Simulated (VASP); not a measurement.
Here is a VASP 6.6.1 calculation.

Contents of INCAR:

```
  ALGO = Normal
  EDIFF = 1E-6
  ENCUT = 600
  GGA = PE
  GGA_COMPAT = False
  ISIF = 2
  ISMEAR = -1
  LASPH = True
  LCHARG = True
  LELF = True
  LREAL = False
  LVHAR = True
  LWAVE = False
  NBANDS = 11
  NELM = 120
  PREC = Accurate
  SIGMA = 0.1
```

The input KPOINTS:

```
k-points
0
Gamma
  4 4 4
```

Contents of POSCAR:

```
MgO
1.0
   -2.1271493010      0.0000000000      2.1271493010
    0.0000000000      2.1271493010      2.1271493010
   -2.1271493010      2.1271493010      0.0000000000
Mg O
1 1
Direct
    0.0000000000      0.0000000000      0.0000000000
    0.5000000000      0.5000000000      0.5000000000
```

Potentials or basis: VASP PAW PBE potentials, release 64 (Mg, O).

The run is started by

```bash
$ cat potpaw_PBE.64/Mg/POTCAR potpaw_PBE.64/O/POTCAR > POTCAR
$ mpirun -np 1 vasp_std > vasp.out
```

Problem. What does it give for the pressure?

Solution. -1.1 GPa.

Problem. Predict the band gap on the k mesh.

Solution. 4.43 eV, direct.

Caveat: the k points lie up to 0.64 Å⁻¹ apart.
